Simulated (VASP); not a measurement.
Input of a VASP 6.6.1 run:

File INCAR:

```
  ALGO = Normal
  EDIFF = 1E-7
  ENCUT = 520
  GGA = PE
  ISIF = 2
  ISMEAR = 0
  LASPH = T
  LCHARG = F
  LREAL = Auto
  LWAVE = F
  NBANDS = 63
  NELM = 100
  PREC = Accurate
  SIGMA = 0.1
```

Contents of KPOINTS:

```
k-points
0
Gamma
  3 3 3
```

File POSCAR:

```
Al27N
1.0
   -6.0624313821     -6.0624313821      0.0000000000
   -6.0624313821      0.0000000000     -6.0624313821
    0.0000000000     -6.0624313821     -6.0624313821
Al N
27 1
Direct
    0.6654913261      0.6661961588      0.6663498925
    0.3389525374      0.6625764890      0.6582427492
    0.0051350684      0.6606872305      0.6653279428
    0.6618662129      0.3396611640      0.6582382956
    0.3296321845      0.3303380069      0.6657102152
   -0.0134136776      0.3343278253      0.6717350257
    0.6600045836      0.0058414682      0.6653278604
    0.3336153224     -0.0126972159      0.6717385721
   -0.0058592828     -0.0052258736      0.6443303443
    0.6711727925      0.6718853779      0.3252719702
    0.3381465077      0.6642463636      0.3309980557
    0.0051327591      0.6607169216      0.3332095446
    0.6635345205      0.3388575261      0.3310024268
    0.3296245968      0.3303406461      0.3387135244
   -0.0048998493      0.3398504445      0.3293841817
    0.6599952639      0.0058446847      0.3332257097
    0.3391575707     -0.0041946042      0.3293712331
    0.0036752581      0.0043746475      0.3281782299
    0.6711714729      0.6718830686     -0.0039395085
    0.3389437126      0.6625867984      0.0046174543
    0.0068711706      0.6689372208     -0.0057034872
    0.6618588726      0.3396681744      0.0046298256
    0.3340659667      0.3347609024     -0.0022164375
   -0.0049021586      0.3398636405      0.0000654853
    0.6682436872      0.0075803745     -0.0057190750
    0.3391546016     -0.0041876763      0.0000550109
   -0.0058952420     -0.0051493366      0.0311380844
    1.0629542990      1.0636761216      0.7688788881
```

Potentials or basis: VASP PAW PBE potentials, release 64 (Al, N).

The run is started by

```sh
$ cat potpaw_PBE.64/Al/POTCAR potpaw_PBE.64/N/POTCAR > POTCAR
$ mpirun -np 1 vasp_std > vasp.out
```

**Question.** Predict the pressure.

**Answer.** 1.9 GPa.

**Question.** What does it give for the largest force?

**Answer.** 0.605 eV/Å.

**Question.** Predict the band gap on the k mesh.

**Answer.** Zero (bands 43 and 44 overlap by 0.51 eV).

Forces in eV/Å, atoms in the order of the input:
```
Al   0.040 -0.001 -0.004
Al   0.023  0.002 -0.035
Al   0.023  0.008 -0.021
Al   0.023 -0.036  0.002
Al  -0.061 -0.014 -0.012
Al  -0.173  0.070 -0.074
Al   0.023 -0.022  0.009
Al  -0.173 -0.073  0.071
Al   0.071 -0.137 -0.138
Al   0.089 -0.012 -0.012
Al   0.014  0.009 -0.008
Al   0.022  0.022 -0.007
Al   0.015 -0.008  0.009
Al  -0.062  0.014  0.014
Al   0.031 -0.012  0.022
Al   0.022 -0.008  0.021
Al   0.031  0.022 -0.012
Al  -0.009  0.000 -0.002
Al   0.091  0.013  0.014
Al   0.022  0.035  0.003
Al   0.180 -0.006  0.001
Al   0.023  0.002  0.036
Al   0.022 -0.001 -0.003
Al   0.031 -0.022  0.013
Al   0.180  0.002 -0.006
Al   0.032  0.013 -0.022
Al   0.075  0.141  0.140
N   -0.605 -0.001  0.000
```
